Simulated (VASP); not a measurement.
A run of VASP 6.6.1:

INCAR

```
SYSTEM = N
ALGO = Normal
EDIFF = 1E-7
ENCUT = 520
GGA = PE
ISIF = 2
ISMEAR = 0
LASPH = .TRUE.
LCHARG = .FALSE.
LREAL = .FALSE.
LWAVE = .FALSE.
NBANDS = 18
NELM = 60
PREC = Accurate
SIGMA = 0.01
```

KPOINTS

```
k-points
0
G
  6 6 2
  0 0 0
```

POSCAR

```
N
1.0
    3.5804190885      0.0000000000      0.0000000000
   -1.7902095442      3.1007338868      0.0000000000
    0.0000000000      0.0000000000      7.6415025808
N
4
Direct
    0.3333333333      0.6666666667      0.3215708973
    0.3333333333      0.6666666667      0.1784291027
    0.6666666667      0.3333333333      0.8215708973
    0.6666666667      0.3333333333      0.6784291027
```

Potentials or basis: VASP PAW PBE potentials, release 64 (N).

Run with:

```console
$ cat potpaw_PBE.64/N/POTCAR > POTCAR
$ mpirun -np 1 vasp_std > vasp.out
```

Hardware: 1 thread of Intel(R) Xeon(R) Platinum 8488C (Sapphire Rapids), on a shared host.

Q: Estimate the wall time of this run.

A: It took 13 s on 1 thread of Intel(R) Xeon(R) Platinum 8488C (Sapphire Rapids), with other jobs on the host, peak memory 0.18 GiB. Counts: scf iterations 15, k points 14.
